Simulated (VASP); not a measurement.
A run of VASP 6.6.1 is set up as follows.

File INCAR:

```
SYSTEM = Ge
PREC     = Accurate       ! precision mode
ENCUT    = 410            ! plane-wave cutoff, eV
EDIFF    = 1E-6           ! SCF threshold, eV
ISMEAR   = 0              ! smearing method
SIGMA    = 0.03           ! smearing width, eV
LREAL    = .FALSE.        ! projectors in reciprocal space
LASPH    = .TRUE.         ! aspherical terms in the spheres
NELM     = 120            ! most SCF steps
ALGO     = Normal         ! electronic algorithm
ISIF     = 2              ! what is computed and relaxed
LWAVE    = .FALSE.        ! write WAVECAR
LCHARG   = .FALSE.        ! write CHGCAR
LDIPOL   = .TRUE.       
IDIPOL   = 3            
DIPOL    = 0.5 0.5 0.292
GGA      = RE             ! functional
IVDW     = 12             ! dispersion correction
NBANDS   = 21             ! bands
GGA_COMPAT= .FALSE.      
NELMDL   = -8
```

File KPOINTS:

```
regular mesh
0
G
  12 12 1
  0 0 0
```

The input POSCAR:

```
Ge
1.0
    4.0255251720      0.0000000000      0.0000000000
   -2.0127625860      3.4862070625      0.0000000000
    0.0000000000      0.0000000000     25.1599999975
Ge
2
Direct
    0.3333333333      0.6666666667      0.2778106077
    0.6666666667      0.3333333333      0.3056552111
```

Potentials or basis: VASP PAW PBE potentials, release 64 (Ge_d).

Command:

```console
$ cat potpaw_PBE.64/Ge_d/POTCAR > POTCAR
$ mpirun -np 1 vasp_std > vasp.out
```

Problem. Predict the dispersion energy per atom.

Solution. -0.306 eV.

Problem. Estimate the band gap on the k mesh.

Solution. Zero (filled and empty bands touch).

Forces on the atoms (eV/Å):
```
Ge   0.000  0.000  0.002
Ge   0.000  0.000 -0.002
```

Caveat: the PAW data sets were made with another functional, which shifts forces and pressure a little.
